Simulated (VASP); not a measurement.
# Cr (Im-3m) in VASP: notebook

Aim: see how the results for Cr move with the level of theory and the settings. Levels: revPBE+D3(BJ), RPBE, PBE+D3(BJ), LDA. Tasks: relaxation of cell and atoms.

All numbers are computed with VASP 6.6.1; they aren't measurements. Logs are shortened: lines on timing, memory, paths and dates and some standing lists are left out, and cuts for length are marked.

### 1 The cell of the first run

Symmetry: Im-3m, No. 229, cubic system. The conventional cell has a = 2.884 Å, b = 2.884 Å, c = 2.884 Å, α = 90.00°, β = 90.00°, γ = 90.00°. Within 3.3 Å of Cr (site symmetry m-3m) lie 14 Cr at 2.50 to 2.88 Å.

### 2 Relaxation of cell and atoms, revPBE+D3(BJ), collinear spin, ferromagnetic start

Contents of INCAR:

```
SYSTEM = Cr
PREC     = Accurate       ! precision mode
ENCUT    = 600            ! plane-wave cutoff, eV
EDIFF    = 1E-6           ! SCF threshold, eV
ISMEAR   = -1             ! smearing method
SIGMA    = 0.05           ! smearing width, eV
LREAL    = .False.        ! projectors in reciprocal space
LASPH    = .True.         ! aspherical terms in the spheres
NELM     = 150            ! most SCF steps
ALGO     = Normal         ! electronic algorithm
ISIF     = 3              ! what is computed and relaxed
LWAVE    = .False.        ! write WAVECAR
LCHARG   = .False.        ! write CHGCAR
ISPIN    = 2              ! spin polarisation
MAGMOM   = 3              ! initial moments
LORBIT   = 11             ! projections on sites
LMAXMIX  = 4              ! l up to which the mixer works
GGA      = RE             ! functional
IVDW     = 12             ! dispersion correction
IBRION   = 2              ! ionic algorithm
NSW      = 80             ! ionic steps
EDIFFG   = -0.03          ! ionic threshold
```

Contents of KPOINTS:

```
regular mesh
0
Gamma
  14 14 14
  0 0 0
```

Contents of POSCAR:

```
Cr
1.0
   -1.4419500000      1.4419500000      1.4419500000
    1.4419500000     -1.4419500000      1.4419500000
    1.4419500000      1.4419500000     -1.4419500000
Cr
1
Direct
    0.0000000000      0.0000000000      0.0000000000
```

Potentials or basis: VASP PAW PBE potentials, release 64 (Cr_pv).

Command:

```
$ cat potpaw_PBE.64/Cr_pv/POTCAR > POTCAR
$ mpirun -np 1 vasp_std > vasp.out
```

OUTCAR:

```text
SYSTEM = Cr
   PREC = Accurate
   ENCUT = 600
   EDIFF = 1E-6
   ISMEAR = -1
   LREAL = .False.
   LASPH = .True.
   NELM = 150
   ISIF = 3
   ISPIN = 2
   LORBIT = 11
   GGA = RE
   IVDW = 12
   IBRION = 2
   NSW = 80
   EDIFFG = -0.03
 IVDW          = 12

 ion  position               nearest neighbor table
   1  0.000  0.000  0.000-

  LATTYP: Found a body centered cubic cell.
 ALAT       =     2.8839000000

  Lattice vectors:

 A1 = (  -1.4419500000,   1.4419500000,   1.4419500000)
 A2 = (   1.4419500000,  -1.4419500000,   1.4419500000)
 A3 = (   1.4419500000,   1.4419500000,  -1.4419500000)

Analysis of symmetry for initial positions (statically):
=====================================================================
 Subroutine PRICEL returns:
 Original cell was already a primitive cell.

 Routine SETGRP: Setting up the symmetry group for a
 body centered cubic supercell.

 Subroutine GETGRP returns: Found 48 space group operations
 (whereof 48 operations were pure point group operations)
 out of a pool of 48 trial point group operations.

The static configuration has the point symmetry O_h .

Analysis of symmetry for dynamics (positions and initial velocities):
=====================================================================
 Subroutine PRICEL returns:
 Original cell was already a primitive cell.

 Routine SETGRP: Setting up the symmetry group for a
 body centered cubic supercell.

 Subroutine GETGRP returns: Found 48 space group operations
 (whereof 48 operations were pure point group operations)
 out of a pool of 48 trial point group operations.

The dynamic configuration has the point symmetry O_h .

Analysis of structural, dynamic, and magnetic symmetry:
=====================================================================
 Subroutine PRICEL returns:
 Original cell was already a primitive cell.

 Routine SETGRP: Setting up the symmetry group for a
 body centered cubic supercell.

 Subroutine GETGRP returns: Found 48 space group operations
 (whereof 48 operations were pure point group operations)
 out of a pool of 48 trial point group operations.

The overall configuration has the point symmetry O_h .

 Subroutine INISYM returns: Found 48 space group operations
 (whereof 48 operations are pure point group operations),
 and found     1 'primitive' translations

----------------------------------------------------------------------------------------

                                     Primitive cell

  volume of cell :      11.9925

  direct lattice vectors                    reciprocal lattice vectors
    -1.441950000  1.441950000  1.441950000     0.000000000  0.346752661  0.346752661
     1.441950000 -1.441950000  1.441950000     0.346752661  0.000000000  0.346752661
     1.441950000  1.441950000 -1.441950000     0.346752661  0.346752661  0.000000000

  length of vectors
     2.497530662  2.497530662  2.497530662     0.490382316  0.490382316  0.490382316

  position of ions in fractional coordinates (direct lattice)
     0.000000000  0.000000000  0.000000000

  ion indices of the primitive-cell ions
   primitive index   ion index
                 1           1

----------------------------------------------------------------------------------------

 KPOINTS: regular mesh

Automatic generation of k-mesh.
 Grid dimensions read from file:
 generate k-points for:   14   14   14

 Generating k-lattice:

  Cartesian coordinates                     Fractional coordinates (reciprocal lattice)
     0.000000000  0.024768047  0.024768047     0.071428571  0.000000000  0.000000000
     0.024768047  0.000000000  0.024768047     0.000000000  0.071428571  0.000000000
     0.024768047  0.024768047  0.000000000     0.000000000  0.000000000  0.071428571

  Length of vectors
     0.035027308  0.035027308  0.035027308

  Shift w.r.t. Gamma in fractional coordinates (k-lattice)
     0.000000000  0.000000000  0.000000000

 Subroutine IBZKPT returns following result:
 ===========================================

 Found    104 irreducible k-points:

 Following reciprocal coordinates:
            Coordinates               Weight
  0.000000  0.000000  0.000000      1.000000
  0.071429  0.000000  0.000000     12.000000
  0.142857  0.000000  0.000000     12.000000
  0.214286  0.000000  0.000000     12.000000
  0.285714  0.000000  0.000000     12.000000
  0.357143  0.000000  0.000000     12.000000
[... 16 lines left out ...]
  0.285714  0.285714  0.000000     24.000000
  0.357143  0.285714 -0.000000     24.000000
 [... further k-points ...]
   k-points           NKPTS =    104   k-points in BZ     NKDIM =    104   number of bands    NBANDS=     12
   number of dos      NEDOS =    301   number of ions     NIONS =      1
   total plane-waves  NPLWV =   8000
   dimension x,y,z NGX =    20 NGY =   20 NGZ =   20
   dimension x,y,z NGXF=    40 NGYF=   40 NGZF=   40
   ions per type =               1
   NGX,Y,Z   is equivalent  to a cutoff of  13.31, 13.31, 13.31 a.u.
   NGXF,Y,Z  is equivalent  to a cutoff of  26.63, 26.63, 26.63 a.u.
 SYSTEM =  Cr
   PREC   = accura    normal or accurate (medium, high low for compatibility)
   ISTART =      0    job   : 0-new  1-cont  2-samecut
   ICHARG =      2    charge: 1-file 2-atom 10-const
   ISPIN  =      2    spin polarized calculation?
   LNONCOLLINEAR =      F non collinear calculations
   LSORBIT =      F    spin-orbit coupling
   LASPH  =      T    aspherical Exc in radial PAW
   ENCUT  =  600.0 eV  44.10 Ry    6.64 a.u.   4.99  4.99  4.99*2*pi/ulx,y,z
   NELM   =    150;   NELMIN=  2; NELMDL= -5     # of ELM steps
   EDIFF  = 0.1E-05   stopping-criterion for ELM
   LREAL  =      F    real-space projection
   EDIFFG = -.3E-01   stopping-criterion for IOM
   NSW    =     80    number of steps for IOM
   IBRION =      2    ionic relax: 0-MD 1-quasi-New 2-CG
   NFREE  =      1    steps in history (QN), initial steepest desc. (CG)
   ISIF   =      3    stress and relaxation
   ISYM   =      2    0-nonsym 1-usesym 2-fastsym
   POTIM  = 0.5000    time-step for ionic-motion
   TEBEG  =    0.0;   TEEND  =   0.0 temperature during run
   PSTRESS=    0.0 pullay stress
   NELECT =      12.0000    total number of electrons
   NUPDOWN=      -1.0000    fix difference up-down
   EMIN   =  10.00;   EMAX   =-10.00  energy-range for DOS
   EFERMI =   0.00;   METHOD = LEGACY
   ISMEAR =    -1;   SIGMA  =   0.05  broadening in eV -4-tet -1-fermi 0-gaus
   EFERMI_NEDOS =   21; number of points for ismear=-14 and -15
   IALGO  =     38    algorithm
   IMIX   =      4    mixing-type and parameters
     AMIX     =   0.40;   BMIX     =  1.00
     AMIX_MAG =   1.60;   BMIX_MAG =  1.00
  volume/ion in A,a.u.               =      11.99        80.93
  Fermi-wavevector in a.u.,A,eV,Ry     =   1.637439  3.094310 36.480015  2.681205
  Thomas-Fermi vector in A             =   2.728578
   LORBIT       =     11    0 simple, 1 ext, 2 COOP (PROOUT), +10 PAW based schemes
   GGA     = RE    functional components
   LHFCALC =     F    Hartree Fock is set to
   AEXX    =    0.0000 exact exchange contribution
   IVDW    =    12    specifies the selected vdW correction
   LEPSILON=     F    determine dielectric tensor
   LRPA    =     F    only Hartree local field effects (RPA)
 conjugate gradient relaxation of ions
 spin polarized calculation
  energy-cutoff  :      600.00
  volume of cell :       11.99
 maximum number of plane-waves:       418
   NGX =  9   NGY =  9   NGZ =  9

--------------------------------------- Ionic step        1  -------------------------------------------

 number of electron      11.9999992 magnetization      -0.0035186

 number of electron      11.9999992 magnetization       0.0001715

 Free energy of the ion-electron system (eV)
  ---------------------------------------------------
  ext. energy  EPLUGINS =         0.00000000
  ---------------------------------------------------
  free energy    TOTEN  =        -9.09535064 eV

  energy without entropy =       -9.08649555  energy(sigma->0) =       -9.09092310

------------------------ aborting loop because EDIFF is reached ----------------------------------------

 Edisp (eV)   -0.90966

 E8    (eV) :    -0.6426

  FORCE on cell =-STRESS in cart. coord.  units (eV):
  Direction    XX          YY          ZZ          XY          YZ          ZX
  --------------------------------------------------------------------------------------
  -------------------------------------------------------------------------------------
  Total      -1.38610    -1.38610    -1.38610     0.00000    -0.00000    -0.00000
  in kB    -185.17997  -185.17997  -185.17997     0.00000    -0.00000    -0.00000
  external pressure =     -185.18 kB  Pullay stress =        0.00 kB
[... 104 lines left out ...]
--------------------------------------- Ionic step        4  -------------------------------------------

 number of electron      12.0000008 magnetization      -0.0000002

 number of electron      12.0000008 magnetization       0.0000003

 Free energy of the ion-electron system (eV)
  ---------------------------------------------------
  ext. energy  EPLUGINS =         0.00000000
  ---------------------------------------------------
  free energy    TOTEN  =        -9.07410630 eV

  energy without entropy =       -9.06568285  energy(sigma->0) =       -9.06989458

 E-fermi :  11.7141     XC(G=0): -13.8251

 val. band max:       11.6984133730   @ k =  -0.2857   0.3571   0.2143
 cond. band min:      11.7245648084   @ k =  -0.3571   0.3571   0.2857
 fundamental gap:      0.0261514355
 Fermi energy:        11.7140585442

 spin component 1

 k-point     1 :       0.0000    0.0000    0.0000
  band No.  band energies     occupation
      1     -31.0850      1.00000
      2     -31.0850      1.00000
      3     -31.0850      1.00000
      4       3.6303      1.00000
      5      10.6729      1.00000
      6      10.6729      1.00000
      7      10.6729      1.00000
      8      12.8449      0.00000
      9      12.8449      0.00000
     10      18.8014      0.00000
     11      34.2404      0.00000
     12      34.2404      0.00000
[... 331 lines left out ...]
 k-point    24 :       0.3571    0.2857   -0.0000
  band No.  band energies     occupation
      1     -31.8711      1.00000
      2     -31.7103      1.00000
      3     -31.2107      1.00000
      4       8.5014      1.00000
      5       9.2323      1.00000
      6       9.7247      1.00000
      7      12.9803      0.00000
      8      13.2673      0.00000
      9      18.7898      0.00000
     10      19.5247      0.00000
     11      21.5239      0.00000
     12      23.8357      0.00000

 [... further k-points ...]

 spin component 2

 k-point     1 :       0.0000    0.0000    0.0000
  band No.  band energies     occupation
      1     -31.0850      1.00000
      2     -31.0850      1.00000
      3     -31.0850      1.00000
      4       3.6303      1.00000
      5      10.6729      1.00000
      6      10.6729      1.00000
      7      10.6729      1.00000
      8      12.8449      0.00000
      9      12.8449      0.00000
     10      18.8014      0.00000
     11      34.2404      0.00000
     12      34.2404      0.00000
[... 377 lines left out ...]
  FREE ENERGIE OF THE ION-ELECTRON SYSTEM (eV)
  ---------------------------------------------------
  free  energy   TOTEN  =       -10.0609630931 eV

  energy  without entropy=      -10.0525396460  energy(sigma->0) =      -10.05675137

 reached required accuracy - stopping structural energy minimisation

 total charge

# of ion       s       p       d       tot
------------------------------------------
    1        0.467   6.433   4.256  11.156

 magnetization (x)

# of ion       s       p       d       tot
------------------------------------------
    1        0.000   0.000  -0.000   0.000
```

It took 90 s on 1 thread of Intel Xeon 8259CL, shared host; peak memory 0.17 GiB.

What came out:

```yaml
Free_energy: -10.0610 eV
Relaxed_volume: 11.10 Å³/atom
Relaxed_cell: a = 2.434 Å, b = 2.434 Å, c = 2.434 Å, α = 109.47°, β = 109.47°, γ = 109.47°
Space_group_after_relaxing_to_0.1_Å: Im-3m (No. 229)
Energy_gained_by_relaxing: 56.0 meV/atom
Ionic_steps: 4
Pressure_after_relaxing: -0.2 GPa
Band_gap_on_the_k_mesh: zero (filled and empty bands overlap)
Net_moment: 0.00 μB per cell
Valence_electrons_inside_the_program's_atomic_spheres: Cr 11.16
Dispersion_energy_per_atom: -0.987 eV
```

The path:
| step | energy change (eV) | largest force (eV/Å) | pressure (GPa) | volume (Å³) |
| --- | --- | --- | --- | --- |
| 1 | 0.0000 | 0.0000 | -18.52 | 11.99 |
| 2 | 0.1249 | 0.0000 | 48.30 | 9.74 |
| 3 | -0.0559 | 0.0000 | -0.81 | 11.12 |
| 4 | -0.0560 | 0.0000 | -0.15 | 11.10 |

Final structure:
```cif
data_structure
_symmetry_space_group_name_H-M 'P 1'
_symmetry_Int_Tables_number 1
_cell_length_a 2.4337
_cell_length_b 2.4337
_cell_length_c 2.4337
_cell_angle_alpha 109.471
_cell_angle_beta 109.471
_cell_angle_gamma 109.471
_cell_volume 11.10
loop_
_atom_site_label
_atom_site_type_symbol
_atom_site_fract_x
_atom_site_fract_y
_atom_site_fract_z
_atom_site_occupancy
Cr1 Cr 0.00000 0.00000 0.00000 1
```

Levels at points of the mesh, in eV from the Fermi level:
Spin up:
```tsv
k point	band 4	band 5	band 6	band 7	band 8	band 9
(0.00, 0.00, 0.00)	-8.08	-1.04	-1.04	-1.04	1.13	1.13
(0.50, 0.00, 0.00)	-4.71	-2.68	1.13	1.14	1.50	2.92
(0.50, 0.50, 0.50)	-4.64	-4.64	2.50	2.50	2.50	7.08
```
Spin down:
| k point | band 2 | band 3 | band 4 | band 5 | band 6 | band 7 | band 8 | band 9 | band 10 | band 11 |
| --- | --- | --- | --- | --- | --- | --- | --- | --- | --- | --- |
| (0.00, 0.00, 0.00) | -42.80 | -42.80 | -8.08 | -1.04 | -1.04 | -1.04 | 1.13 | 1.13 | 7.09 | 22.53 |
| (0.50, 0.00, 0.00) | -43.12 | -42.81 | -4.71 | -2.68 | 1.13 | 1.14 | 1.50 | 2.92 | 7.08 | 10.34 |
| (0.50, 0.50, 0.50) | -43.51 | -43.51 | -4.64 | -4.64 | 2.50 | 2.50 | 2.50 | 7.08 | 10.91 | 10.91 |

Caveat: the PAW data sets were made with another functional, which shifts forces and pressure a little.

(Continued in part 2 of 2.)
